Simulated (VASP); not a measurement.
CdSe, 2 atoms in the cell. The typed cell holds 2 atoms: a = 4.380 Å, b = 4.380 Å, c = 4.380 Å, α = 119.96°, β = 119.96°, γ = 90.06°. 

- Program: VASP 6.6.1
- Task: relaxation of cell and atoms
- Functional: PBE
- Potentials or basis: VASP PAW PBE potentials, release 64 (Cd, Se)
- Cutoff: 500 eV
- k mesh: 12 × 12 × 12
- Occupations: gaussian, width 0.01 eV
- Spin: no spin polarisation
- Dipole correction: no
- Further INCAR settings: ALGO = Normal; EDIFF = 1e-07; IBRION = 2; EDIFFG = -0.001; NSW = 80; ISIF = 3

Potentials or basis: VASP PAW PBE potentials, release 64 (Cd, Se).

Launch:

```sh
$ cat potpaw_PBE.64/Cd/POTCAR potpaw_PBE.64/Se/POTCAR > POTCAR
$ mpirun -np 1 vasp_std > vasp.out
```

Hardware: 1 thread of Oxide Virtual Turin-like Processor, on a shared host.

How long does it take, and how much memory?

Run time: 10 min on 1 thread of Oxide Virtual Turin-like Processor, on a shared host, peak memory 0.25 GiB. Counts: scf iterations 54, k points 163, ion steps 8.
